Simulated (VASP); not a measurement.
SnSe2:

```
Sn Se
1.0
     3.82516    0.00000    0.00000
    -1.91258    3.31269    0.00000
     0.00000    0.00000    6.22706
Sn Se
1 2
Direct
  0.00000 0.00000 0.00000
  0.33333 0.66667 0.25308
  0.66667 0.33333 0.74692
```

Base run:

- Program: VASP 6.6.1
- Functional: r2SCAN
- Potentials or basis: VASP PAW PBE potentials, release 64 (Sn_d, Se)
- Cutoff: 520 eV
- k mesh: 12 × 12 × 4
- Occupations: gaussian, width 0.01 eV
- Spin: no spin polarisation

Its results: band gap on the k mesh 1.01 eV, indirect (least direct gap 1.49 eV); pressure 1.0 GPa; largest force 0.016 eV/Å.

**Question.** The run is repeated on the same cell with these changes: functional from r2SCAN to PBE; k mesh from 12 × 12 × 4 to 6 × 6 × 2. What comes out?

**Answer.** Band gap on the k mesh 0.79 eV, indirect (least direct gap 1.12 eV); pressure 3.0 GPa; largest force 0.263 eV/Å.

Several settings changed at once, so the effect can't be laid on one alone.

Caveats: some runs use coarse meshes; spin-orbit coupling is left out, which moves the levels of the heavy elements; the PAW data sets were made with another functional, which shifts forces and pressure a little (some runs); this functional lacks dispersion, which binds the layers, so the pressure and a relaxed spacing across them are unreliable (some runs).

A k mesh can miss the band edges.
